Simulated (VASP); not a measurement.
Input of a VASP 6.6.1 run:

Contents of INCAR:

```
ALGO = Normal
DIPOL = 0.5 0.5 0.310
EDIFF = 1E-6
ENCUT = 400
GGA = PE
GGA_COMPAT = False
IDIPOL = 3
ISIF = 2
ISMEAR = 0
LASPH = True
LCHARG = True
LDIPOL = True
LELF = True
LREAL = False
LVACPOTAV = True
LVHAR = True
LWAVE = False
NBANDS = 26
NELM = 120
NELMDL = -8
PREC = Accurate
SIGMA = 0.1
```

The input KPOINTS:

```
k-points
0
Gamma
  14 14 1
```

Contents of POSCAR:

```
Nb
1.0
    2.9829001615      0.0000000000      0.0000000000
    0.0000000000      2.9829001615      0.0000000000
    0.0000000000      0.0000000000     19.7446861459
Nb
3
Direct
    0.5000000000      0.5000000000      0.2025861526
    0.0000000000      0.0000000000      0.3100743693
    0.5000000000      0.5000000000      0.4175648114
```

Potentials or basis: VASP PAW PBE potentials, release 64 (Nb_sv).

Launch:

```bash
$ cat potpaw_PBE.64/Nb_sv/POTCAR > POTCAR
$ mpirun -np 1 vasp_std > vasp.out
```

(1) What does it give for the largest force?

(2) What does it give for the band gap on the k mesh?

Results:

(1) 0.018 eV/Å.

(2) zero (an odd number of electrons rules out a gap without spin polarisation).
